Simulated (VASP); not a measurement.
# Ag (C2/m) in VASP: single point with r2SCAN

Aim: the single point of Ag with r2SCAN.

Program: VASP 6.6.1. These are calculated values, not measurements. Logs are shortened: lines on timing, memory, paths and dates and some standing lists are left out, and cuts for length are marked.

### 1 The cell of the first run

It takes space group C2/m (No. 12, monoclinic). The conventional cell has a = 4.889 Å, b = 2.823 Å, c = 2.924 Å, α = 90.00°, β = 124.11°, γ = 90.00°. Ag (site symmetry 2/m) has 12 Ag at 2.82 to 2.92 Å within 3.7 Å.

### 2 Single point, r2SCAN

Input file POSCAR:

```
Ag
1.0
    2.8227690644     -0.0000025844      0.0050270666
   -1.4113867703      2.4445935954      0.0000000000
    1.4157463419      0.8173815316      2.4244178313
Ag
1
Direct
    0.0000000000      0.0000000000      0.0000000000
```

Input file INCAR.step1:

```
  PREC = Accurate
  ENCUT = 520
  ISMEAR = 0
  SIGMA = 0.1
  LREAL = False
  LASPH = True
  NELM = 80
  NBANDS = 12
  GGA = PE
  ALGO = Normal
  EDIFF = 1E-4
  LWAVE = True
  LCHARG = False
```

Input file INCAR.step2:

```
  PREC = Accurate
  ENCUT = 520
  EDIFF = 1E-6
  ISMEAR = 0
  SIGMA = 0.1
  LREAL = False
  LASPH = True
  NELM = 80
  ALGO = Normal
  ISIF = 2
  LWAVE = False
  LCHARG = False
  METAGGA = R2SCAN
  LMIXTAU = True
  NBANDS = 12
  ISTART = 1
```

Input file KPOINTS:

```
regular mesh
0
Gamma
  12 12 14
```

Potentials or basis: VASP PAW PBE potentials, release 64 (Ag).

Started as:

```console
cat potpaw_PBE.64/Ag/POTCAR > POTCAR
cp INCAR.step1 INCAR
mpirun -np 1 vasp_std > vasp.out
cp INCAR.step2 INCAR
mpirun -np 1 vasp_std > vasp.out
```

OUTCAR:

```text
PREC = Accurate
   ENCUT = 520
   EDIFF = 1E-6
   ISMEAR = 0
   LREAL = False
   LASPH = True
   NELM = 80
   ISIF = 2
   METAGGA = R2SCAN
   ISTART = 1

 ion  position               nearest neighbor table
   1  0.000  0.000  0.000-

  LATTYP: Found a base centered monoclinic cell.
 ALAT       =     4.8891871909
 B/A-ratio  =     0.5773502692
 C/A-ratio  =     0.5980710691
 COS(beta)  =    -0.5607727535

  Lattice vectors:

 A1 = (  -2.8227690644,   0.0000025844,  -0.0050270666)
 A2 = (  -1.4113822941,  -2.4445910110,  -0.0050270666)
 A3 = (   1.4157463419,   0.8173815316,   2.4244178313)

Analysis of symmetry for initial positions (statically):
=====================================================================
 Subroutine PRICEL returns:
 Original cell was already a primitive cell.

 Routine SETGRP: Setting up the symmetry group for a
 base centered monoclinic supercell.

 Subroutine GETGRP returns: Found  4 space group operations
 (whereof  4 operations were pure point group operations)
 out of a pool of  4 trial point group operations.

The static configuration has the point symmetry C_2h.

Analysis of symmetry for dynamics (positions and initial velocities):
=====================================================================
 Subroutine PRICEL returns:
 Original cell was already a primitive cell.

 Routine SETGRP: Setting up the symmetry group for a
 base centered monoclinic supercell.

 Subroutine GETGRP returns: Found  4 space group operations
 (whereof  4 operations were pure point group operations)
 out of a pool of  4 trial point group operations.

The dynamic configuration has the point symmetry C_2h.

 Subroutine INISYM returns: Found  4 space group operations
 (whereof  4 operations are pure point group operations),
 and found     1 'primitive' translations

----------------------------------------------------------------------------------------

                                     Primitive cell

  volume of cell :      16.7065

  direct lattice vectors                    reciprocal lattice vectors
     2.822769064 -0.000002584  0.005027067     0.354754161  0.204817410 -0.276213063
    -1.411386770  2.444593595  0.000000000     0.000246328  0.409208167 -0.138106531
     1.415746342  0.817381532  2.424417831    -0.000735588 -0.000424692  0.413042887

  length of vectors
     2.822773541  2.822773541  2.924081410     0.494059047  0.431885168  0.413043761

  position of ions in fractional coordinates (direct lattice)
     0.000000000  0.000000000  0.000000000

[... 79 lines left out ...]
   IBRION =     -1    ionic relax: 0-MD 1-quasi-New 2-CG
   NFREE  =      0    steps in history (QN), initial steepest desc. (CG)
   ISIF   =      2    stress and relaxation
   ISYM   =      2    0-nonsym 1-usesym 2-fastsym
   POTIM  = 0.5000    time-step for ionic-motion
   TEBEG  =    0.0;   TEEND  =   0.0 temperature during run
   PSTRESS=    0.0 pullay stress
   NELECT =      11.0000    total number of electrons
   NUPDOWN=      -1.0000    fix difference up-down
   EMIN   =  10.00;   EMAX   =-10.00  energy-range for DOS
   EFERMI =   0.00;   METHOD = LEGACY
   ISMEAR =     0;   SIGMA  =   0.10  broadening in eV -4-tet -1-fermi 0-gaus
   EFERMI_NEDOS =   21; number of points for ismear=-14 and -15
   IALGO  =     38    algorithm
   IMIX   =      4    mixing-type and parameters
     AMIX     =   0.40;   BMIX     =  1.00
     AMIX_MAG =   1.60;   BMIX_MAG =  1.00
  volume/ion in A,a.u.               =      16.71       112.74
  Fermi-wavevector in a.u.,A,eV,Ry     =   1.424219  2.691384 27.598063  2.028400
  Thomas-Fermi vector in A             =   2.544734
   LORBIT       =      0    0 simple, 1 ext, 2 COOP (PROOUT), +10 PAW based schemes
   METAGGA = R2SCAN    functional components
   LHFCALC =     F    Hartree Fock is set to
   AEXX    =    0.0000 exact exchange contribution
   IVDW    =     0    specifies the selected vdW correction
   LEPSILON=     F    determine dielectric tensor
   LRPA    =     F    only Hartree local field effects (RPA)
 non-spin polarized calculation
 Gauss-broadening in eV      SIGMA  =   0.10
  energy-cutoff  :      520.00
  volume of cell :       16.71
 maximum number of plane-waves:       464
 NGX is ok and might be reduce to    24
   NGX = 11   NGY = 11   NGZ = 11

 number of electron      11.0000002 magnetization

 Free energy of the ion-electron system (eV)
  ---------------------------------------------------
  ext. energy  EPLUGINS =         0.00000000
  ---------------------------------------------------
  free energy    TOTEN  =       -21.33537575 eV

  energy without entropy =      -21.33378999  energy(sigma->0) =      -21.33458287

 E-fermi :   8.7179     XC(G=0): -13.1098

 val. band max:        8.6873352207   @ k =   0.1667   0.3333   0.0714
 cond. band min:       8.7189720661   @ k =   0.2500   0.5000   0.1429
 fundamental gap:      0.0316368454
 Fermi energy:         8.7179425600

 k-point     1 :       0.0000    0.0000    0.0000
  band No.  band energies     occupation
      1       0.5979      2.00000
      2       3.2797      2.00000
      3       3.5822      2.00000
      4       3.5841      2.00000
      5       4.5972      2.00000
      6       4.6173      2.00000
      7      25.2607      0.00000
      8      28.2930      0.00000
      9      29.8694      0.00000
     10      29.9047      0.00000
     11      33.6960      0.00000
     12      35.0343      0.00000
[... 331 lines left out ...]
 k-point    24 :       0.2500    0.2500   -0.0000
  band No.  band energies     occupation
      1       2.3947      2.00000
      2       2.9199      2.00000
      3       4.0192      2.00000
      4       4.3043      2.00000
      5       5.4724      2.00000
      6       9.8722      0.00000
      7      15.6015      0.00000
      8      20.6238      0.00000
      9      22.4808      0.00000
     10      25.6867      0.00000
     11      34.9137      0.00000
     12      36.0395      0.00000

 [... further k-points ...]
[... 5 lines left out ...]
  --------------------------------------------------------------------------------------
  -------------------------------------------------------------------------------------
  Total        0.6979799      0.6986635      0.0102999     -0.0005920      0.0053097      0.0091966
  in kB       66.9370926     67.0026512      0.9877739     -0.0567754      0.5092055      0.8819676
  external PRESSURE =      44.9758392 kB  Pullay stress =       0.0000000 kB

 VOLUME and BASIS-vectors are now :
 -----------------------------------------------------------------------------
  energy-cutoff  :      520.00
  volume of cell :       16.71
      direct lattice vectors                 reciprocal lattice vectors
     2.822769064 -0.000002584  0.005027067     0.354754161  0.204817410 -0.276213063
    -1.411386770  2.444593595  0.000000000     0.000246328  0.409208167 -0.138106531
     1.415746342  0.817381532  2.424417831    -0.000735588 -0.000424692  0.413042887

 POSITION                                       TOTAL-FORCE (eV/Angst)
 -----------------------------------------------------------------------------------
      0.00000      0.00000      0.00000        -0.000000     -0.000000      0.000000
 -----------------------------------------------------------------------------------
    total drift:                               -0.000000      0.000000     -0.000000

  FREE ENERGIE OF THE ION-ELECTRON SYSTEM (eV)
  ---------------------------------------------------
  free  energy   TOTEN  =       -21.3353757506 eV

  energy  without entropy=      -21.3337899896  energy(sigma->0) =      -21.33458287
```

OUTCAR.step1:

```text
PREC = Accurate
   ENCUT = 520
   ISMEAR = 0
   LREAL = False
   LASPH = True
   NELM = 80
[... 578 lines left out ...]

 POSITION                                       TOTAL-FORCE (eV/Angst)
 -----------------------------------------------------------------------------------
      0.00000      0.00000      0.00000         0.000000      0.000000      0.000000
 -----------------------------------------------------------------------------------
    total drift:                               -0.000000     -0.000000      0.000000

  FREE ENERGIE OF THE ION-ELECTRON SYSTEM (eV)
  ---------------------------------------------------
  free  energy   TOTEN  =        -2.6795760161 eV

  energy  without entropy=       -2.6778798574  energy(sigma->0) =       -2.67872794
```

It took 4.8 min on 1 thread of AMD EPYC 9R14 (Zen 4), shared host; peak memory 0.2 GiB.

Results:

```
Free energy : -21.3354 eV
Pressure    : 4.5 GPa
```

Stress tensor (GPa, compression positive):
```
 6.69 -0.01  0.09
-0.01  6.70  0.05
 0.09  0.05  0.10
```

Caveat: the PAW data sets were made with another functional, which shifts forces and pressure a little.
